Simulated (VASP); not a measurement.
Zr2Si3: relaxation of cell and atoms with PBE

Crystal: Zr2Si3.

```xyz
5
Lattice="5.2060 0.0000 0.0000 0.0000 5.2060 0.0000 0.0000 0.0000 5.1580" Properties=species:S:1:pos:R:3 pbc="T T T"
Zr    2.6030    2.6030    2.5790
Zr    2.6030    2.6030    0.0000
Si    2.6030    0.0000    0.0000
Si    0.0000    2.6030    0.0000
Si    0.0000    0.0000    0.0000
```

The cell was generated, and may not be a known phase.

| Property | Result |
| --- | --- |
| Program | VASP 6.6.1 |
| Task | relaxation of cell and atoms |
| Functional | PBE |
| Potentials or basis | VASP PAW PBE potentials, release 64 (Zr_sv, Si) |
| Cutoff | 600 eV |
| k mesh | 8 × 8 × 8 |
| Occupations | gaussian, width 0.1 eV |
| Spin | no spin polarisation |
| Dipole correction | no |
| Further INCAR settings | ALGO = Normal; EDIFF = 1e-07; IBRION = 2; EDIFFG = -0.01; NSW = 100; ISIF = 3 |

```json
{
  "Relaxed volume": "27.54 Å³/atom",
  "Relaxed cell": "a = 5.178 Å, b = 5.178 Å, c = 5.136 Å, α = 90.00°, β = 90.00°, γ = 90.00°",
  "Space group after relaxing (to 0.1 Å)": "P4/mmm (No. 123)",
  "Energy gained by relaxing": "1.0 meV/atom",
  "Ionic steps": "4",
  "Pressure after relaxing": "0.0 GPa",
  "Band gap on the k mesh": "zero (bands 18 and 19 overlap by 1.05 eV)"
}
```

The path:
| step | energy change (eV) | largest force (eV/Å) | pressure (GPa) | volume (Å³) |
| --- | --- | --- | --- | --- |
| 1 | 0.0000 | 0.0000 | -0.71 | 139.80 |
| 2 | -0.0044 | 0.0000 | 0.17 | 137.30 |
| 3 | -0.0047 | 0.0000 | -0.03 | 137.84 |
| 4 | -0.0049 | 0.0000 | -0.01 | 137.69 |

Final structure:
```
CELL_PARAMETERS angstrom
5.17800 0.00000 0.00000
0.00000 5.17800 0.00000
0.00000 0.00000 5.13554
ATOMIC_POSITIONS crystal
Zr 0.50000 0.50000 0.50000
Zr 0.50000 0.50000 0.00000
Si 0.50000 0.00000 0.00000
Si 0.00000 0.50000 0.00000
Si 0.00000 0.00000 0.00000
```

Levels at points of the mesh, in eV from the Fermi level:
```
           k point  band 14  band 15  band 16  band 17  band 18  band 19  band 20  band 21  band 22
(0.00, 0.00, 0.00)    -2.18    -2.13    -1.85    -1.85    -0.45    -0.24     0.57     0.91     0.91
(0.50, 0.00, 0.00)    -2.84    -2.13    -1.80    -0.60    -0.45     0.23     0.42     0.83     1.49
(0.50, 0.50, 0.00)    -2.76    -2.08    -2.00    -0.14     0.16     1.20     1.38     1.40     1.93
(0.00, 0.00, 0.50)    -3.56    -1.14    -0.21    -0.21     0.06     0.06     0.10     0.83     1.25
(0.50, 0.00, 0.50)    -2.53    -2.34    -1.27     0.26     0.48     0.48     0.75     0.85     1.36
(0.50, 0.50, 0.50)    -2.22    -1.82    -1.44     0.39     0.50     0.50     0.89     1.01     1.24
```

Run time: 16 min on 1 thread of Intel(R) Xeon(R) Platinum 8259CL CPU @ 2.50GHz (Skylake/Cascade Lake) (shared host), peak memory 0.44 GiB.
